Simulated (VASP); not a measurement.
# SiO2 (Stishovite) (P4_2/mnm) in VASP: notebook

Runs on SiO2 (Stishovite). Level: PBE. Tasks: single point.

Everything below comes from runs of VASP 6.6.1. Logs are shortened: lines on timing, memory, paths and dates and some standing lists are left out, and cuts for length are marked.

## 1. The cell of the first run

Symmetry: P4_2/mnm, No. 136, tetragonal system. Conventional cell: a = 4.033 Å, b = 4.033 Å, c = 2.573 Å, α = 90.00°, β = 90.00°, γ = 90.00°. Si (site symmetry mmm) has 6 O at 1.70 to 1.74 Å within 2.3 Å. O (site symmetry m2m) has 3 Si at 1.70 to 1.74 Å and 1 O at 2.21 Å within 2.3 Å.

## 2. Single point, PBE

Contents of INCAR:

```
SYSTEM = SiO2
PREC = Accurate
ENCUT = 520
EDIFF = 1E-6
ISMEAR = 0
SIGMA = 0.01
LREAL = .False.
LASPH = .True.
NELM = 100
ALGO = Normal
ISIF = 2
LWAVE = .False.
LCHARG = .True.
GGA = PE
LELF = .True.
LVHAR = .True.
NBANDS = 25
```

Contents of KPOINTS:

```
regular mesh
0
Gamma
  6 6 8
  0 0 0
```

Contents of POSCAR:

```
SiO2
1.0
    4.0331388063      0.0000000000      0.0000000000
    0.0000000000      4.0331388063      0.0000000000
    0.0000000000      0.0000000000      2.5732223079
Si O
2 4
Direct
    0.0000000000      0.0000000000      0.0000000000
    0.5000000000      0.5000000000      0.5000000000
    0.3059000000      0.3059000000      0.0000000000
    0.1941000000      0.8059000000      0.5000000000
    0.6941000000      0.6941000000      0.0000000000
    0.8059000000      0.1941000000      0.5000000000
```

Potentials or basis: VASP PAW PBE potentials, release 64 (Si, O).

The run is started by

```
$ cat potpaw_PBE.64/Si/POTCAR potpaw_PBE.64/O/POTCAR > POTCAR
$ mpirun -np 1 vasp_std > vasp.out
```

OUTCAR:

```text
SYSTEM = SiO2
   PREC = Accurate
   ENCUT = 520
   EDIFF = 1E-6
   ISMEAR = 0
   LREAL = .False.
   LASPH = .True.
   NELM = 100
   ISIF = 2
   GGA = PE

 ion  position               nearest neighbor table
   1  0.000  0.000  0.000-   4 1.70   6 1.70   4 1.70   6 1.70   5 1.74   3 1.74   2 3.13   2 3.13
                             2 3.13   2 3.13   2 3.13   2 3.13   2 3.13   2 3.13
   2  0.500  0.500  0.500-   3 1.70   5 1.70   3 1.70   5 1.70   4 1.74   6 1.74   1 3.13   1 3.13
                             1 3.13   1 3.13   1 3.13   1 3.13   1 3.13   1 3.13
   3  0.306  0.306  0.000-   2 1.70   2 1.70   1 1.74
   4  0.194  0.806  0.500-   1 1.70   1 1.70   2 1.74
   5  0.694  0.694  0.000-   2 1.70   2 1.70   1 1.74
   6  0.806  0.194  0.500-   1 1.70   1 1.70   2 1.74

  LATTYP: Found a simple tetragonal cell.
 ALAT       =     4.0331388063
 C/A-ratio  =     0.6380197736

  Lattice vectors:

 A1 = (   4.0331388063,   0.0000000000,   0.0000000000)
 A2 = (   0.0000000000,   4.0331388063,   0.0000000000)
 A3 = (   0.0000000000,   0.0000000000,   2.5732223079)

Analysis of symmetry for initial positions (statically):
=====================================================================
 Subroutine PRICEL returns:
 Original cell was already a primitive cell.

 Routine SETGRP: Setting up the symmetry group for a
 simple tetragonal supercell.

 Subroutine GETGRP returns: Found 16 space group operations
 (whereof  8 operations were pure point group operations)
 out of a pool of 16 trial point group operations.

The static configuration has the point symmetry D_2h.
 The point group associated with its full space group is D_4h.

Analysis of symmetry for dynamics (positions and initial velocities):
=====================================================================
 Subroutine PRICEL returns:
 Original cell was already a primitive cell.

 Routine SETGRP: Setting up the symmetry group for a
 simple tetragonal supercell.

 Subroutine GETGRP returns: Found 16 space group operations
 (whereof  8 operations were pure point group operations)
 out of a pool of 16 trial point group operations.

The dynamic configuration has the point symmetry D_2h.
 The point group associated with its full space group is D_4h.

 Subroutine INISYM returns: Found 16 space group operations
 (whereof  8 operations are pure point group operations),
 and found     1 'primitive' translations

[... 104 lines left out ...]
   EDIFFG = 0.1E-04   stopping-criterion for IOM
   NSW    =      0    number of steps for IOM
   IBRION =     -1    ionic relax: 0-MD 1-quasi-New 2-CG
   NFREE  =      0    steps in history (QN), initial steepest desc. (CG)
   ISIF   =      2    stress and relaxation
   ISYM   =      2    0-nonsym 1-usesym 2-fastsym
   POTIM  = 0.5000    time-step for ionic-motion
   TEBEG  =    0.0;   TEEND  =   0.0 temperature during run
   PSTRESS=    0.0 pullay stress
   NELECT =      32.0000    total number of electrons
   NUPDOWN=      -1.0000    fix difference up-down
   EMIN   =  10.00;   EMAX   =-10.00  energy-range for DOS
   EFERMI =   0.00;   METHOD = LEGACY
   ISMEAR =     0;   SIGMA  =   0.01  broadening in eV -4-tet -1-fermi 0-gaus
   EFERMI_NEDOS =   21; number of points for ismear=-14 and -15
   IALGO  =     38    algorithm
   IMIX   =      4    mixing-type and parameters
     AMIX     =   0.40;   BMIX     =  1.00
     AMIX_MAG =   1.60;   BMIX_MAG =  1.00
  volume/ion in A,a.u.               =       6.98        47.08
  Fermi-wavevector in a.u.,A,eV,Ry     =   1.496937  2.828801 30.488224  2.240821
  Thomas-Fermi vector in A             =   2.608890
   LORBIT       =      0    0 simple, 1 ext, 2 COOP (PROOUT), +10 PAW based schemes
   GGA     = PE    functional components
   LHFCALC =     F    Hartree Fock is set to
   AEXX    =    0.0000 exact exchange contribution
   IVDW    =     0    specifies the selected vdW correction
   LEPSILON=     F    determine dielectric tensor
   LRPA    =     F    only Hartree local field effects (RPA)
 non-spin polarized calculation
 Gauss-broadening in eV      SIGMA  =   0.01
  energy-cutoff  :      520.00
  volume of cell :       41.86
 maximum number of plane-waves:      1154
 NGX is ok and might be reduce to    30
   NGX = 15   NGY = 15   NGZ =  9

 number of electron      32.0000035 magnetization

 Free energy of the ion-electron system (eV)
  ---------------------------------------------------
  ext. energy  EPLUGINS =         0.00000000
  ---------------------------------------------------
  free energy    TOTEN  =       -45.31113698 eV

  energy without entropy =      -45.31113698  energy(sigma->0) =      -45.31113698

 E-fermi :   9.9177     XC(G=0): -12.8350

 val. band max:        9.7832264320   @ k =   0.0000   0.0000   0.0000
 cond. band min:      16.8676508992   @ k =   0.0000   0.0000   0.0000
 fundamental gap:      7.0844244672
 Fermi energy:         9.9177087301

 k-point     1 :       0.0000    0.0000    0.0000
  band No.  band energies     occupation
      1     -13.9802      2.00000
      2      -9.7739      2.00000
      3      -9.7739      2.00000
      4      -9.5052      2.00000
      5      -1.7627      2.00000
      6       2.5745      2.00000
[... 661 lines left out ...]
     24      23.4000      0.00000
     25      24.3602      0.00000

 [... further k-points ...]

------------------------ aborting loop because EDIFF is reached ----------------------------------------

  FORCE on cell =-STRESS in cart. coord.  units (eV):
  Direction    XX          YY          ZZ          XY          YZ          ZX
  --------------------------------------------------------------------------------------
  -------------------------------------------------------------------------------------
  Total       13.7920711     13.7920711     16.8031465     -0.0000000      0.0000000      0.0000000
  in kB      527.9300994    527.9300994    643.1874346     -0.0000000      0.0000000      0.0000000
  external PRESSURE =     566.3492111 kB  Pullay stress =       0.0000000 kB

 VOLUME and BASIS-vectors are now :
 -----------------------------------------------------------------------------
  energy-cutoff  :      520.00
  volume of cell :       41.86
      direct lattice vectors                 reciprocal lattice vectors
     4.033138806  0.000000000  0.000000000     0.247945843  0.000000000  0.000000000
     0.000000000  4.033138806  0.000000000     0.000000000  0.247945843  0.000000000
     0.000000000  0.000000000  2.573222308     0.000000000  0.000000000  0.388617803

 POSITION                                       TOTAL-FORCE (eV/Angst)
 -----------------------------------------------------------------------------------
      0.00000      0.00000      0.00000         0.000000      0.000000      0.000000
      2.01657      2.01657      1.28661         0.000000      0.000000      0.000000
      1.23374      1.23374      0.00000        -0.650607     -0.650607      0.000000
      0.78283      3.25031      1.28661         0.650607     -0.650607      0.000000
      2.79940      2.79940      0.00000         0.650607      0.650607      0.000000
      3.25031      0.78283      1.28661        -0.650607      0.650607      0.000000
 -----------------------------------------------------------------------------------
    total drift:                               -0.000000      0.000000     -0.000000

  FREE ENERGIE OF THE ION-ELECTRON SYSTEM (eV)
  ---------------------------------------------------
  free  energy   TOTEN  =       -45.3111369770 eV

  energy  without entropy=      -45.3111369770  energy(sigma->0) =      -45.31113698
```

stdout:

```text
POSCAR found type information on POSCAR SiO
 POSCAR found :  2 types and       6 ions
 scaLAPACK will be used
 LDA part: xc-table for (Slater+PW92), standard interpolation
 POSCAR, INCAR and KPOINTS ok, starting setup
 FFT: planning ... GRIDC
 FFT: planning ... GRID_SOFT
 FFT: planning ... GRID
 WAVECAR not read
 entering main loop
```

Wall time 18 s (1 thread of Intel Xeon 6975P-C (Granite Rapids), shared host); peak memory 0.16 GiB.

Results:

```yaml
Free_energy: -45.3111 eV
Pressure: 56.6 GPa
Largest_force: 0.920 eV/Å
Band_gap_on_the_k_mesh: 7.08 eV, direct
```

Forces on the atoms (eV/Å):
```
Si   0.000  0.000  0.000
Si   0.000  0.000  0.000
O   -0.651 -0.651  0.000
O    0.651 -0.651  0.000
O    0.651  0.651  0.000
O   -0.651  0.651  0.000
```

A k mesh can miss the band edges. As with any semilocal functional, this PBE gap is likely too small.

## 3. Single point, PBE

This run uses another cell than the first one, of 7.17 Å³/atom, 1.028 times its volume.

Contents of INCAR:

```
SYSTEM = SiO2
PREC = Accurate
ENCUT = 520
EDIFF = 1E-6
ISMEAR = 0
SIGMA = 0.01
LREAL = .False.
LASPH = .True.
NELM = 60
ALGO = Normal
ISIF = 2
LWAVE = .False.
LCHARG = .False.
GGA = PE
NBANDS = 25
```

Contents of KPOINTS:

```
Automatic mesh
0
Gamma
  6 6 8
  0 0 0
```

POSCAR: that of step 2 with these lines changed.

```diff
@@ -2,5 +2,5 @@
 1.0
-    4.0331388063      0.0000000000      0.0000000000
-    0.0000000000      4.0331388063      0.0000000000
-    0.0000000000      0.0000000000      2.5732223079
+    4.0701421467      0.0000000000      0.0000000000
+    0.0000000000      4.0701421467      0.0000000000
+    0.0000000000      0.0000000000      2.5968311707
 Si O
```

Potentials or basis: VASP PAW PBE potentials, release 64 (Si, O).

The run is started by

```
$ cat potpaw_PBE.64/Si/POTCAR potpaw_PBE.64/O/POTCAR > POTCAR
$ mpirun -np 1 vasp_std > vasp.out
```

OUTCAR:

```text
SYSTEM = SiO2
   PREC = Accurate
   ENCUT = 520
   EDIFF = 1E-6
   ISMEAR = 0
   LREAL = .False.
   LASPH = .True.
   NELM = 60
   ISIF = 2
   GGA = PE

 ion  position               nearest neighbor table
   1  0.000  0.000  0.000-   4 1.71   6 1.71   4 1.71   6 1.71   5 1.76   3 1.76
   2  0.500  0.500  0.500-   3 1.71   5 1.71   3 1.71   5 1.71   4 1.76   6 1.76
   3  0.306  0.306  0.000-   2 1.71   2 1.71   1 1.76
   4  0.194  0.806  0.500-   1 1.71   1 1.71   2 1.76
   5  0.694  0.694  0.000-   2 1.71   2 1.71   1 1.76
   6  0.806  0.194  0.500-   1 1.71   1 1.71   2 1.76

  LATTYP: Found a simple tetragonal cell.
 ALAT       =     4.0701421467
 C/A-ratio  =     0.6380197735

  Lattice vectors:

 A1 = (   4.0701421467,   0.0000000000,   0.0000000000)
 A2 = (   0.0000000000,   4.0701421467,   0.0000000000)
 A3 = (   0.0000000000,   0.0000000000,   2.5968311707)

Analysis of symmetry for initial positions (statically):
=====================================================================
 Subroutine PRICEL returns:
 Original cell was already a primitive cell.

[... 182 lines left out ...]
 cond. band min:      16.3734062903   @ k =   0.0000   0.0000   0.0000
 fundamental gap:      6.9990008713
 Fermi energy:         9.5426406983

 k-point     1 :       0.0000    0.0000    0.0000
  band No.  band energies     occupation
      1     -14.0755      2.00000
      2     -10.0215      2.00000
      3     -10.0215      2.00000
      4      -9.7596      2.00000
      5      -2.0002      2.00000
      6       2.4218      2.00000
[... 661 lines left out ...]
     24      22.8065      0.00000
     25      23.7206      0.00000

 [... further k-points ...]

------------------------ aborting loop because EDIFF is reached ----------------------------------------

  FORCE on cell =-STRESS in cart. coord.  units (eV):
  Direction    XX          YY          ZZ          XY          YZ          ZX
  --------------------------------------------------------------------------------------
  -------------------------------------------------------------------------------------
  Total       10.7809824     10.7809824     13.1406320      0.0000000      0.0000000      0.0000000
  in kB      401.5189539    401.5189539    489.4000017      0.0000000      0.0000000      0.0000000
  external PRESSURE =     430.8126365 kB  Pullay stress =       0.0000000 kB

 VOLUME and BASIS-vectors are now :
 -----------------------------------------------------------------------------
  energy-cutoff  :      520.00
  volume of cell :       43.02
      direct lattice vectors                 reciprocal lattice vectors
     4.070142147  0.000000000  0.000000000     0.245691665  0.000000000  0.000000000
     0.000000000  4.070142147  0.000000000     0.000000000  0.245691665  0.000000000
     0.000000000  0.000000000  2.596831171     0.000000000  0.000000000  0.385084718

 POSITION                                       TOTAL-FORCE (eV/Angst)
 -----------------------------------------------------------------------------------
      0.00000      0.00000      0.00000        -0.000000     -0.000000      0.000000
      2.03507      2.03507      1.29842        -0.000000     -0.000000      0.000000
      1.24506      1.24506      0.00000        -0.486198     -0.486198      0.000000
      0.79001      3.28013      1.29842         0.486198     -0.486198      0.000000
      2.82509      2.82509      0.00000         0.486198      0.486198     -0.000000
      3.28013      0.79001      1.29842        -0.486198      0.486198     -0.000000
 -----------------------------------------------------------------------------------
    total drift:                               -0.000000      0.000000     -0.000000

  FREE ENERGIE OF THE ION-ELECTRON SYSTEM (eV)
  ---------------------------------------------------
  free  energy   TOTEN  =       -45.6748857003 eV

  energy  without entropy=      -45.6748857003  energy(sigma->0) =      -45.67488570
```

Wall time 21 s (1 thread of Intel Xeon 6975P-C (Granite Rapids), shared host); peak memory 0.16 GiB.

Results:

* Free energy: -45.6749 eV
* Pressure: 43.1 GPa
* Largest force: 0.688 eV/Å
* Band gap on the k mesh: 7.00 eV, direct

Forces on the atoms (eV/Å):
```
Si   0.000  0.000  0.000
Si   0.000  0.000  0.000
O   -0.486 -0.486  0.000
O    0.486 -0.486  0.000
O    0.486  0.486  0.000
O   -0.486  0.486  0.000
```

A k mesh can miss the band edges.
